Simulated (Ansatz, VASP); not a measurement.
# KI in VASP and in Ansatz

```
K I
1.0
     0.00000    3.47358    3.47358
     3.47358    0.00000    3.47358
     3.47358    3.47358    0.00000
K I
1 1
Direct
  0.00000 0.00000 0.00000
  0.50000 0.50000 0.50000
```

Alike in both runs: task single point; functional r2SCAN; k mesh 6 × 6 × 6; occupations gaussian, width 0.02 eV; no spin polarisation.

|  | VASP | Ansatz |
| --- | --- | --- |
| version | VASP 6.6.1 | Ansatz 0.2.0 |
| potentials or method | VASP PAW PBE potentials, release 64 (K_sv, I), cutoff 520 eV | scalar-relativistic, plane waves, PAW |
| valence electrons in the cell | 16 | 26 |

|  | VASP | Ansatz | Ansatz less VASP |
| --- | --- | --- | --- |
| gap on the k mesh at the Fermi level (eV) | 4.74 | 4.75 | +0.003 |
| least direct gap on the mesh (eV) | 4.74 | 4.75 | +0.003 |
| pressure (GPa) | 0.9 | 0.9 | -0.01 |

VASP's potentials were made for PBE, not for r2SCAN. With one functional, cell and mesh, what is left measures potentials, basis and numerics. VASP's potentials hold 16 valence electrons a cell and Ansatz's 26, so a difference there can come from the potentials and not from the codes.

Neither program's run includes spin-orbit coupling.
